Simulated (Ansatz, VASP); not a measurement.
# ZnS in VASP and in Ansatz

Contents of POSCAR:

```
ZnS
1.0
    0.0000000000      2.6030256899      2.6030256899
    2.6030256899      0.0000000000      2.6030256899
    2.6030256899      2.6030256899      0.0000000000
Zn S
1 1
Direct
    0.0000000000      0.0000000000      0.0000000000
    0.2500000000      0.2500000000      0.2500000000
```

File INCAR.step1:

```
SYSTEM = ZnS
  PREC = Accurate
  ENCUT = 400
  EDIFF = 1E-5
  ISMEAR = 0
  SIGMA = 0.01
  LREAL = .False.
  LASPH = .True.
  NELM = 120
  ALGO = Normal
  ISIF = 2
  LWAVE = .True.
  LCHARG = .False.
  GGA = PE
  NBANDS = 16
  GGA_COMPAT = .False.
```

The input INCAR.step2:

```
SYSTEM = ZnS
  PREC = Accurate
  ENCUT = 400
  EDIFF = 1E-6
  ISMEAR = 0
  SIGMA = 0.01
  LREAL = .False.
  LASPH = .True.
  NELM = 120
  ALGO = Normal
  ISIF = 2
  LWAVE = .False.
  LCHARG = .False.
  GGA = PE
  LHFCALC = .True.
  HFSCREEN = 0.2079
  PRECFOCK = Normal
  ISTART = 1
  NBANDS = 16
  GGA_COMPAT = .False.
```

KPOINTS

```
regular mesh
0
Gamma
  6 6 6
  0 0 0
```

Input for Ansatz:

```yaml
crystal:
  lattice:
    - [0.0, 2.6030256899, 2.6030256899]
    - [2.6030256899, 0.0, 2.6030256899]
    - [2.6030256899, 2.6030256899, 0.0]
  atoms:
    - { symbol: Zn, position: [0.0, 0.0, 0.0] }
    - { symbol: S, position: [0.25, 0.25, 0.25] }
kpoints:
  mp_grid: { grid: [6, 6, 6] }
  band_path:
    path:
      - [0.0, 0.0, 0.0]
      - [-0.5, -0.5, 0.0]
      - [-0.375, -0.375, 0.25]
      - [-0.375, 0.0, 0.375]
      - [0.0, 0.0, 0.5]
      - [-0.5, -0.25, 0.25]
    npoints: 1
hamiltonian:
  xc: hse06
scf:
  occupations: { method: fixed }
  n_extra_bands: 4
output:
  forces: true
  stress: true
  eigenvalues: true
  write_density: true
  write_potential: true
  elf: true
  volumetric_format: npy
```

Change from the starting cell: hydrostatic strain -3.4%.

Alike in both runs: task single point; functional HSE06; k mesh 6 × 6 × 6; no spin polarisation.

```csv
,VASP,Ansatz
version,VASP 6.6.1,Ansatz 0.2.0
potentials or method,"VASP PAW PBE potentials, release 64 (Zn, S)","plane waves, PAW"
plane-wave cutoff (eV),400,420
occupations,"gaussian, width 0.01 eV",fixed
valence electrons in the cell,18,18
```

```tsv
	VASP	Ansatz	Ansatz less VASP
gap on the k mesh at the Fermi level (eV)	3.87	3.87	+0.005
pressure (GPa)	11.8	12.1	+0.35
```

Ansatz's warnings: stress exchange threshold loose, stress scf threshold loose.
